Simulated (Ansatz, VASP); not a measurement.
BaS in VASP and in Ansatz

Contents of POSCAR:

```
BaS
1.0
    0.0000000000      3.5194117709      3.5194117709
    3.5194117709      0.0000000000      3.5194117709
    3.5194117709      3.5194117709      0.0000000000
Ba S
1 1
Direct
    0.0000000000      0.0000000000      0.0000000000
    0.2500000000      0.2500000000      0.2500000000
```

The input INCAR.step1:

```
SYSTEM = BaS
  ALGO = Normal
  EDIFF = 1E-5
  ENCUT = 520
  GGA = PE
  ISIF = 2
  ISMEAR = 0
  LASPH = .True.
  LREAL = .False.
  LWAVE = .True.
  NBANDS = 15
  NELM = 60
  PREC = Accurate
  SIGMA = 0.01
```

File INCAR.step2:

```
SYSTEM = BaS
  AEXX = 0.75
  ALGO = Normal
  EDIFF = 1E-7
  ENCUT = 520
  GGA = PE
  HFSCREEN = 0.3
  ISIF = 2
  ISMEAR = 0
  ISTART = 1
  LASPH = .True.
  LCHARG = .True.
  LELF = .True.
  LHFCALC = .True.
  LREAL = .False.
  LVHAR = .True.
  LWAVE = .False.
  NBANDS = 15
  NELM = 60
  PREC = Accurate
  PRECFOCK = Normal
  SIGMA = 0.01
```

KPOINTS

```
k-points
0
Gamma
  4 4 4
  0 0 0
```

Input for Ansatz:

```yaml
crystal:
  lattice:
    - [0.0, 3.5194117709, 3.5194117709]
    - [3.5194117709, 0.0, 3.5194117709]
    - [3.5194117709, 3.5194117709, 0.0]
  atoms:
    - { symbol: Ba, position: [0.0, 0.0, 0.0] }
    - { symbol: S, position: [0.25, 0.25, 0.25] }
kpoints:
  mp_grid: { grid: [4, 4, 4] }
hamiltonian:
  xc: { exchange: pbe, correlation: pbe, exx: { coeff: 0.75, omega: 0.3 } }
scf:
  occupations: { method: fixed }
  n_extra_bands: 4
output:
  forces: true
  stress: true
  eigenvalues: true
```

Alike in both runs: task single point; functional PBE-based screened hybrid; k mesh 4 × 4 × 4; no spin polarisation.

|  | VASP | Ansatz |
| --- | --- | --- |
| version | VASP 6.6.1 | Ansatz 0.2.0 |
| potentials or method | VASP PAW PBE potentials, release 64 (Ba_sv, S) | plane waves |
| plane-wave cutoff (eV) | 520 | 420 |
| occupations | gaussian, width 0.01 eV | fixed |
| valence electrons in the cell | 16 | 16 |

```tsv
	VASP	Ansatz	Ansatz less VASP
gap on the k mesh at the Fermi level (eV)	4.92	4.92	+0.001
pressure (GPa)	-0.2	-0.6	-0.33
```

VASP's potentials were made for PBE, not for PBE-based screened hybrid. Ansatz's warnings: stress exchange threshold loose, stress scf threshold loose.

Spin-orbit coupling is off throughout.
